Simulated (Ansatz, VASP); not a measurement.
# Mg7O in VASP and in Ansatz

Contents of INCAR:

```
ALGO     = Normal         # electronic algorithm
EDIFF    = 1E-6           # SCF threshold, eV
ENCUT    = 520            # plane-wave cutoff, eV
GGA      = PE             # functional
ISIF     = 2              # what is computed and relaxed
ISMEAR   = 0              # smearing method
LASPH    = T              # aspherical terms in the spheres
LCHARG   = F              # write CHGCAR
LREAL    = F              # projectors in reciprocal space
LWAVE    = F              # write WAVECAR
NBANDS   = 20             # bands
NELM     = 60             # most SCF steps
PREC     = Accurate       # precision mode
SIGMA    = 0.1            # smearing width, eV
```

The input KPOINTS:

```
k-points
0
Gamma
  6 6 4
```

Contents of POSCAR:

```
Mg7O
1.0
    4.6996220800      0.0000000000      0.0000000000
   -2.3498110400      4.0699921100      0.0000000000
    0.0000000000      0.0000000000      6.5309487900
Mg O
7 1
Direct
    0.5000000000      0.0000000000      0.7803368200
    0.0000000000      0.5000000000      0.7803368200
    0.5000000000      0.5000000000      0.7803368200
    0.0000000000      0.5000000000      0.2196631800
    0.5000000000      0.0000000000      0.2196631800
    0.5000000000      0.5000000000      0.2196631800
    0.0000000000      0.0000000000      0.5000000000
    0.0000000000      0.0000000000      0.0000000000
```

Input for Ansatz:

```yaml
crystal:
  lattice:
    - [4.69962208, 0.0, 0.0]
    - [-2.34981104, 4.06999211, 0.0]
    - [0.0, 0.0, 6.53094879]
  atoms:
    - { symbol: Mg, position: [0.5, 0.0, 0.78033682] }
    - { symbol: Mg, position: [0.0, 0.5, 0.78033682] }
    - { symbol: Mg, position: [0.5, 0.5, 0.78033682] }
    - { symbol: Mg, position: [0.0, 0.5, 0.21966318] }
    - { symbol: Mg, position: [0.5, 0.0, 0.21966318] }
    - { symbol: Mg, position: [0.5, 0.5, 0.21966318] }
    - { symbol: Mg, position: [0.0, 0.0, 0.5] }
    - { symbol: O, position: [0.0, 0.0, 0.0] }
basis:
  ecutwfc: 420
kpoints:
  mp_grid: { grid: [6, 6, 4] }
hamiltonian:
  xc: pbe
scf:
  occupations: { method: gaussian, width: 0.1 }
  lower_state_search: "off"
output:
  forces: true
  stress: true
  eigenvalues: true
```

Alike in both runs: task single point; functional PBE; k mesh 6 × 6 × 4; occupations gaussian, width 0.1 eV; no spin polarisation.

```csv
,VASP,Ansatz
version,VASP 6.6.1,Ansatz 0.2.0
potentials or method,"VASP PAW PBE potentials, release 64 (Mg, O), cutoff 520 eV","scalar-relativistic, plane waves, PAW"
valence electrons in the cell,20,76
```

Ansatz gave:

- gap on the k mesh at the Fermi level (eV): none
- rms of the force components (eV/Å): 0.160

Question: Estimate VASP's values.

Answer: gap on the k mesh at the Fermi level (eV): none; rms of the force components (eV/Å): 0.163.

Atom by atom the forces differ by 0.003 eV/Å (rms over components). A gap of «none» marks a metal or a gap that the smearing closes. With one functional, cell and mesh, what is left measures potentials, basis and numerics. VASP's potentials hold 20 valence electrons a cell and Ansatz's 76, so a difference there can come from the potentials and not from the codes.
